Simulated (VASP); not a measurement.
# TaN (P6/mmm) in VASP: single point with r2SCAN

Aim: the single point of TaN with r2SCAN.

Everything below comes from runs of VASP 6.6.1. Logs are shortened: lines on timing, memory, paths and dates and some standing lists are left out, and cuts for length are marked.

### 1 The cell of the first run

It takes space group P6/mmm (No. 191, hexagonal). Conventional cell: a = 5.191 Å, b = 5.191 Å, c = 2.908 Å, α = 90.00°, β = 90.00°, γ = 120.00°. Within 3.4 Å of Ta (site symmetry 6/mmm) lie 6 N at 2.60 Å and 14 Ta at 2.91 to 3.33 Å. Ta (site symmetry -6m2) has 6 N at 2.09 Å within 2.8 Å. N (site symmetry mmm) has 6 Ta at 2.09 to 2.60 Å and 4 N at 2.60 Å within 2.8 Å.

### 2 Single point, r2SCAN

Input file POSCAR:

```
TaN
1.0
    5.1910000000      0.0000000000      0.0000000000
   -2.5955000000      4.4955378700      0.0000000000
    0.0000000000      0.0000000000      2.9080000000
Ta N
3 3
Direct
    0.0000000000      0.0000000000      0.0000000000
    0.3333333300      0.6666666700      0.5000000000
    0.6666666700      0.3333333300      0.5000000000
    0.5000000000      0.0000000000      0.0000000000
    0.5000000000      0.5000000000      0.0000000000
    0.0000000000      0.5000000000      0.0000000000
```

Input file INCAR.step1:

```
SYSTEM = TaN
ALGO = Normal ; EDIFF = 1E-4
ENCUT = 520 ; GGA = PE
ISMEAR = -1 ; LASPH = .TRUE.
LCHARG = .FALSE. ; LREAL = .FALSE.
LWAVE = .TRUE. ; NBANDS = 33
NELM = 100 ; PREC = Accurate
SIGMA = 0.1
```

Input file INCAR.step2:

```
SYSTEM = TaN
ALGO = Normal ; EDIFF = 1E-7
ENCUT = 520 ; ISIF = 2
ISMEAR = -1 ; ISTART = 1
LASPH = .TRUE. ; LCHARG = .TRUE.
LELF = .TRUE. ; LMIXTAU = .TRUE.
LREAL = .FALSE. ; LVHAR = .TRUE.
LWAVE = .FALSE. ; METAGGA = R2SCAN
NBANDS = 33 ; NELM = 100
PREC = Accurate ; SIGMA = 0.1
```

Input file KPOINTS:

```
k-points
0
G
  4 4 6
  0 0 0
```

Potentials or basis: VASP PAW PBE potentials, release 64 (Ta_pv, N).

Launch:

```bash
> cat potpaw_PBE.64/Ta_pv/POTCAR potpaw_PBE.64/N/POTCAR > POTCAR
> cp INCAR.step1 INCAR
> mpirun -np 1 vasp_std > vasp.out
> cp INCAR.step2 INCAR
> mpirun -np 1 vasp_std > vasp.out
```

OUTCAR:

```text
SYSTEM = TaN
   EDIFF = 1E-7
   ENCUT = 520
   ISIF = 2
   ISMEAR = -1
   ISTART = 1
   LASPH = .TRUE.
   LREAL = .FALSE.
   METAGGA = R2SCAN
   NELM = 100
   PREC = Accurate

 ion  position               nearest neighbor table
   1  0.000  0.000  0.000-   5 2.60   6 2.60   6 2.60   5 2.60   4 2.60   4 2.60   3 3.33   3 3.33
                             2 3.33   2 3.33   2 3.33   3 3.33   2 3.33   3 3.33   2 3.33   3 3.33
   2  0.333  0.667  0.500-   4 2.09   4 2.09   6 2.09   6 2.09   5 2.09   5 2.09   3 3.00   3 3.00
                             3 3.00   1 3.33   1 3.33   1 3.33   1 3.33   1 3.33   1 3.33
   3  0.667  0.333  0.500-   4 2.09   4 2.09   6 2.09   6 2.09   5 2.09   5 2.09   2 3.00   2 3.00
                             2 3.00   1 3.33   1 3.33   1 3.33   1 3.33   1 3.33   1 3.33
   4  0.500  0.000  0.000-   2 2.09   3 2.09   2 2.09   3 2.09   1 2.60   1 2.60
   5  0.500  0.500  0.000-   2 2.09   3 2.09   2 2.09   3 2.09   1 2.60   1 2.60
   6  0.000  0.500  0.000-   2 2.09   3 2.09   2 2.09   3 2.09   1 2.60   1 2.60

  LATTYP: Found a hexagonal cell.
 ALAT       =     5.1910000000
 C/A-ratio  =     0.5602003468

  Lattice vectors:

 A1 = (   5.1910000000,   0.0000000000,   0.0000000000)
 A2 = (  -2.5955000000,   4.4955378700,   0.0000000000)
 A3 = (   0.0000000000,   0.0000000000,   2.9080000000)

Analysis of symmetry for initial positions (statically):
=====================================================================
 Subroutine PRICEL returns:
 Original cell was already a primitive cell.

 Routine SETGRP: Setting up the symmetry group for a
 hexagonal supercell.

 Subroutine GETGRP returns: Found 24 space group operations
 (whereof 24 operations were pure point group operations)
 out of a pool of 24 trial point group operations.

The static configuration has the point symmetry D_6h.

Analysis of symmetry for dynamics (positions and initial velocities):
=====================================================================
 Subroutine PRICEL returns:
 Original cell was already a primitive cell.

 Routine SETGRP: Setting up the symmetry group for a
 hexagonal supercell.

 Subroutine GETGRP returns: Found 24 space group operations
 (whereof 24 operations were pure point group operations)
 out of a pool of 24 trial point group operations.

The dynamic configuration has the point symmetry D_6h.

 Subroutine INISYM returns: Found 24 space group operations
 (whereof 24 operations are pure point group operations),
 and found     1 'primitive' translations

----------------------------------------------------------------------------------------

                                     Primitive cell

  volume of cell :      67.8621

  direct lattice vectors                    reciprocal lattice vectors
     5.191000000  0.000000000  0.000000000     0.192641110  0.111221397  0.000000000
    -2.595500000  4.495537870  0.000000000     0.000000000  0.222442793  0.000000000
     0.000000000  0.000000000  2.908000000     0.000000000  0.000000000  0.343878955

  length of vectors
     5.191000000  5.190999999  2.908000000     0.222442793  0.222442793  0.343878955

  position of ions in fractional coordinates (direct lattice)
     0.000000000  0.000000000  0.000000000
     0.333333330  0.666666670  0.500000000
     0.666666670  0.333333330  0.500000000
     0.500000000  0.000000000  0.000000000
     0.500000000  0.500000000  0.000000000
     1.000000000  0.500000000  0.000000000

  ion indices of the primitive-cell ions
   primitive index   ion index
                 1           1
                 2           2
                 3           3
                 4           4
                 5           5
                 6           6

----------------------------------------------------------------------------------------

 KPOINTS: k-points

Automatic generation of k-mesh.
 Grid dimensions read from file:
 generate k-points for:    4    4    6

 Generating k-lattice:

  Cartesian coordinates                     Fractional coordinates (reciprocal lattice)
     0.048160277  0.027805349  0.000000000     0.250000000 -0.000000000  0.000000000
     0.000000000  0.055610698  0.000000000     0.000000000  0.250000000  0.000000000
     0.000000000  0.000000000  0.057313159     0.000000000  0.000000000  0.166666667

  Length of vectors
     0.055610698  0.055610698  0.057313159

  Shift w.r.t. Gamma in fractional coordinates (k-lattice)
     0.000000000  0.000000000  0.000000000

 Subroutine IBZKPT returns following result:
 ===========================================

 Found     16 irreducible k-points:

 Following reciprocal coordinates:
            Coordinates               Weight
  0.000000  0.000000  0.000000      1.000000
  0.250000  0.000000  0.000000      6.000000
  0.500000  0.000000  0.000000      3.000000
  0.250000  0.250000  0.000000      6.000000
  0.000000  0.000000  0.166667      2.000000
  0.250000  0.000000  0.166667     12.000000
[... 8 lines left out ...]
  0.500000  0.000000  0.500000      3.000000
  0.250000  0.250000  0.500000      6.000000
   k-points           NKPTS =     16   k-points in BZ     NKDIM =     16   number of bands    NBANDS=     33
   number of dos      NEDOS =    301   number of ions     NIONS =      6
   total plane-waves  NPLWV =  38400
   dimension x,y,z NGX =    40 NGY =   40 NGZ =   24
   dimension x,y,z NGXF=    80 NGYF=   80 NGZF=   48
   ions per type =               3   3
   NGX,Y,Z   is equivalent  to a cutoff of  12.81, 12.81, 13.72 a.u.
   NGXF,Y,Z  is equivalent  to a cutoff of  25.62, 25.62, 27.44 a.u.
 SYSTEM =  TaN
   PREC   = accura    normal or accurate (medium, high low for compatibility)
   ISTART =      1    job   : 0-new  1-cont  2-samecut
   ICHARG =      0    charge: 1-file 2-atom 10-const
   ISPIN  =      1    spin polarized calculation?
   LNONCOLLINEAR =      F non collinear calculations
   LSORBIT =      F    spin-orbit coupling
   LASPH  =      T    aspherical Exc in radial PAW
   ENCUT  =  520.0 eV  38.22 Ry    6.18 a.u.   9.65  9.65  5.41*2*pi/ulx,y,z
   NELM   =    100;   NELMIN=  2; NELMDL=  0     # of ELM steps
   EDIFF  = 0.1E-06   stopping-criterion for ELM
   LREAL  =      F    real-space projection
   EDIFFG = 0.1E-05   stopping-criterion for IOM
   NSW    =      0    number of steps for IOM
   IBRION =     -1    ionic relax: 0-MD 1-quasi-New 2-CG
   NFREE  =      0    steps in history (QN), initial steepest desc. (CG)
   ISIF   =      2    stress and relaxation
   ISYM   =      2    0-nonsym 1-usesym 2-fastsym
   POTIM  = 0.5000    time-step for ionic-motion
   TEBEG  =    0.0;   TEEND  =   0.0 temperature during run
   PSTRESS=    0.0 pullay stress
   NELECT =      48.0000    total number of electrons
   NUPDOWN=      -1.0000    fix difference up-down
   EMIN   =  10.00;   EMAX   =-10.00  energy-range for DOS
   EFERMI =   0.00;   METHOD = LEGACY
   ISMEAR =    -1;   SIGMA  =   0.10  broadening in eV -4-tet -1-fermi 0-gaus
   EFERMI_NEDOS =   21; number of points for ismear=-14 and -15
   IALGO  =     38    algorithm
   IMIX   =      4    mixing-type and parameters
     AMIX     =   0.40;   BMIX     =  1.00
     AMIX_MAG =   1.60;   BMIX_MAG =  1.00
  volume/ion in A,a.u.               =      11.31        76.33
  Fermi-wavevector in a.u.,A,eV,Ry     =   1.458634  2.756418 28.947918  2.127612
  Thomas-Fermi vector in A             =   2.575295
   LORBIT       =      0    0 simple, 1 ext, 2 COOP (PROOUT), +10 PAW based schemes
   METAGGA = R2SCAN    functional components
   LHFCALC =     F    Hartree Fock is set to
   AEXX    =    0.0000 exact exchange contribution
   IVDW    =     0    specifies the selected vdW correction
   LEPSILON=     F    determine dielectric tensor
   LRPA    =     F    only Hartree local field effects (RPA)
 non-spin polarized calculation
  energy-cutoff  :      520.00
  volume of cell :       67.86
 maximum number of plane-waves:      1858
 NGX is ok and might be reduce to    40
   NGX = 19   NGY = 19   NGZ = 11

 number of electron      47.9999999 magnetization

 Free energy of the ion-electron system (eV)
  ---------------------------------------------------
  ext. energy  EPLUGINS =         0.00000000
  ---------------------------------------------------
  free energy    TOTEN  =      -178.34807641 eV

  energy without entropy =     -178.30651004  energy(sigma->0) =     -178.32729322

 E-fermi :   8.2108     XC(G=0): -14.0460

 val. band max:        8.2005041532   @ k =   0.2500   0.0000   0.5000
 cond. band min:       8.3537599742   @ k =   0.2500   0.0000   0.1667
 fundamental gap:      0.1532558210
 Fermi energy:         8.2107842530

 k-point     1 :       0.0000    0.0000    0.0000
  band No.  band energies     occupation
      1     -29.3855      2.00000
      2     -29.3855      2.00000
      3     -28.9784      2.00000
      4     -28.9784      2.00000
      5     -28.7286      2.00000
      6     -28.6253      2.00000
[... 25 lines left out ...]
     32      11.5720      0.00000
     33      11.5720      0.00000

 k-point     2 :       0.2500    0.0000    0.0000
  band No.  band energies     occupation
      1     -29.4240      2.00000
      2     -29.3520      2.00000
      3     -28.9684      2.00000
      4     -28.9250      2.00000
      5     -28.7100      2.00000
      6     -28.6762      2.00000
[... 25 lines left out ...]
     32      11.8349      0.00000
     33      11.9673      0.00000
[... 466 lines left out ...]
     32      12.9657      0.00000
     33      14.0634      0.00000

 k-point    16 :       0.2500    0.2500    0.5000
  band No.  band energies     occupation
      1     -29.6139      2.00000
      2     -29.5220      2.00000
      3     -29.2605      2.00000
      4     -29.0826      2.00000
      5     -28.9322      2.00000
      6     -28.7531      2.00000
[... 25 lines left out ...]
     32      12.6430      0.00000
     33      14.3636      0.00000

------------------------ aborting loop because EDIFF is reached ----------------------------------------

  FORCE on cell =-STRESS in cart. coord.  units (eV):
  Direction    XX          YY          ZZ          XY          YZ          ZX
  --------------------------------------------------------------------------------------
  -------------------------------------------------------------------------------------
  Total        3.3999090      3.3999090      2.1992195      0.0000000     -0.0000000      0.0000000
  in kB       80.2695413     80.2695413     51.9220776      0.0000000     -0.0000000      0.0000000
  external PRESSURE =      70.8203868 kB  Pullay stress =       0.0000000 kB

 VOLUME and BASIS-vectors are now :
 -----------------------------------------------------------------------------
  energy-cutoff  :      520.00
  volume of cell :       67.86
      direct lattice vectors                 reciprocal lattice vectors
     5.191000000  0.000000000  0.000000000     0.192641110  0.111221397  0.000000000
    -2.595500000  4.495537870  0.000000000     0.000000000  0.222442793  0.000000000
     0.000000000  0.000000000  2.908000000     0.000000000  0.000000000  0.343878955

 POSITION                                       TOTAL-FORCE (eV/Angst)
 -----------------------------------------------------------------------------------
      0.00000      0.00000      0.00000        -0.000000      0.000000      0.000000
     -0.00000      2.99703      1.45400        -0.000000      0.000000      0.000000
      2.59550      1.49851      1.45400         0.000000      0.000000      0.000000
      2.59550      0.00000      0.00000        -0.000000      0.000000      0.000000
      1.29775      2.24777      0.00000        -0.000000      0.000000      0.000000
     -1.29775      2.24777      0.00000        -0.000000      0.000000      0.000000
 -----------------------------------------------------------------------------------
    total drift:                                0.000000     -0.000000     -0.000000

  FREE ENERGIE OF THE ION-ELECTRON SYSTEM (eV)
  ---------------------------------------------------
  free  energy   TOTEN  =      -178.3480764089 eV

  energy  without entropy=     -178.3065100361  energy(sigma->0) =     -178.32729322
```

It took 92 s on 1 thread of Intel Xeon 6975P-C (Granite Rapids), shared host; peak memory 0.2 GiB.

Results:

```yaml
Free_energy: -178.3481 eV
Pressure: 7.1 GPa
Band_gap_on_the_k_mesh: zero (band 24 reaches 9.23 eV, above the bottom of band 25 at 7.04 eV)
```

Levels at points of the mesh, in eV from the Fermi level:
| k point | band 21 | band 22 | band 23 | band 24 | band 25 | band 26 | band 27 | band 28 |
| --- | --- | --- | --- | --- | --- | --- | --- | --- |
| (0.00, 0.00, 0.00) | -3.30 | -2.73 | -2.17 | -1.17 | -1.17 | 0.92 | 0.92 | 1.53 |
| (0.50, 0.00, 0.00) | -3.72 | -3.20 | -1.74 | -0.65 | 1.46 | 1.94 | 2.02 | 2.39 |
| (0.00, 0.00, 0.50) | -3.38 | -3.38 | -2.12 | 1.02 | 1.02 | 1.41 | 2.13 | 2.60 |
| (0.50, 0.00, 0.50) | -3.63 | -3.33 | -2.35 | -1.35 | 1.10 | 1.52 | 3.20 | 3.60 |

Caveat: the k points lie up to 0.36 Å⁻¹ apart; the PAW data sets were made with another functional, which shifts forces and pressure a little; spin-orbit coupling is left out, which moves the levels of the heavy elements.
